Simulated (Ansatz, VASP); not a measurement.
# One calculation of CdSe, two programs

The input INCAR:

```
SYSTEM = CdSe
PREC = Accurate
ENCUT = 500
EDIFF = 1E-6
ISMEAR = 0
SIGMA = 0.02
LREAL = .FALSE.
LASPH = .TRUE.
NELM = 120
ALGO = Normal
ISIF = 2
LWAVE = .FALSE.
LCHARG = .FALSE.
GGA = PE
NBANDS = 26
GGA_COMPAT = .FALSE.
```

The input KPOINTS:

```
regular mesh
0
G
  9 9 4
  0 0 0
```

The input POSCAR:

```
CdSe
1.0
    4.3476747532      0.0000000000      0.0000000000
   -2.1738373766      3.7651967837      0.0000000000
    0.0000000000      0.0000000000      7.5163658880
Cd Se
2 2
Direct
    0.6666666667      0.3333333333     -0.0142547611
    0.3333333333      0.6666666667      0.4857452389
    0.6666666667      0.3333333333      0.3892547611
    0.3333333333      0.6666666667      0.8892547611
```

Input for Ansatz:

```yaml
crystal:
  lattice:
    - [4.3476747532, 0.0, 0.0]
    - [-2.1738373766, 3.7651967837, 0.0]
    - [0.0, 0.0, 7.516365888]
  atoms:
    - { symbol: Cd, position: [0.6666666667, 0.3333333333, -0.0142547611] }
    - { symbol: Cd, position: [0.3333333333, 0.6666666667, 0.4857452389] }
    - { symbol: Se, position: [0.6666666667, 0.3333333333, 0.3892547611] }
    - { symbol: Se, position: [0.3333333333, 0.6666666667, 0.8892547611] }
basis:
  ecutwfc: 420
kpoints:
  mp_grid: { grid: [9, 9, 4] }
hamiltonian:
  xc: pbe
scf:
  occupations: { method: gaussian, width: 0.02 }
output:
  forces: true
  stress: true
  eigenvalues: true
```

Alike in both runs: task single point; functional PBE; k mesh 9 × 9 × 4; occupations gaussian, width 0.02 eV; no spin polarisation.

|  | VASP | Ansatz |
| --- | --- | --- |
| version | VASP 6.6.1 | Ansatz 0.2.0 |
| potentials or method | VASP PAW PBE potentials, release 64 (Cd, Se), cutoff 500 eV | scalar-relativistic, plane waves, PAW |
| valence electrons in the cell | 36 | 72 |

Ansatz gave:

- gap on the k mesh at the Fermi level (eV): 0.68
- least direct gap on the mesh (eV): 0.68
- pressure (GPa): 0.2
- traceless stress, the component that is largest in VASP (GPa): -3.28
- rms of the force components (eV/Å): 0.306

Problem. Which values does VASP return?

Solution. gap on the k mesh at the Fermi level (eV): 0.68; least direct gap on the mesh (eV): 0.68; pressure (GPa): 0.4; traceless stress, the component that is largest in VASP (GPa): -3.43; rms of the force components (eV/Å): 0.319.

Atom by atom the forces differ by 0.013 eV/Å (rms over components). With one functional, cell and mesh, what is left measures potentials, basis and numerics. VASP's potentials hold 36 valence electrons a cell and Ansatz's 72, so a difference there can come from the potentials and not from the codes.
